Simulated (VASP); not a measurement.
# BN: single point with PBE

Crystal: BN.

```xyz
2
Lattice="0.0000 1.8123 1.8123 1.8123 0.0000 1.8123 1.8123 1.8123 0.0000" Properties=species:S:1:pos:R:3 pbc="T T T"
B     0.0000    0.0000    0.0000
N     0.9062    0.9062    0.9062
```

```json
{"Program": "VASP 6.6.1", "Task": "single point", "Functional": "PBE", "Potentials or basis": "VASP PAW PBE potentials, release 64 (B, N)", "Cutoff": "520 eV", "k mesh": "8 × 8 × 8", "Occupations": "gaussian, width 0.1 eV", "Spin": "no spin polarisation", "Dipole correction": "no", "Further INCAR settings": "ALGO = Normal; EDIFF = 1e-06; NBANDS = 11"}
```

| Quantity | Value |
| --- | --- |
| Pressure | 0.3 GPa |
| Band gap on the k mesh | 4.45 eV, indirect (least direct gap 8.78 eV) |

Levels at points of the mesh, in eV from the valence-band top:
```tsv
k point	band 2	band 3	band 4	band 5	band 6	band 7
(0.00, 0.00, 0.00)	0.00	0.00	0.00	8.78	8.78	8.78
(0.50, 0.00, 0.00)	-10.62	-1.93	-1.93	10.04	10.66	10.66
(0.50, 0.50, 0.00)	-8.86	-4.86	-4.86	4.45	9.19	17.80
```

It took 2.1 s on 1 thread of Intel(R) Xeon(R) 6975P-C (Granite Rapids), on a shared host, peak memory 0.11 GiB.

A k mesh can miss the band edges.
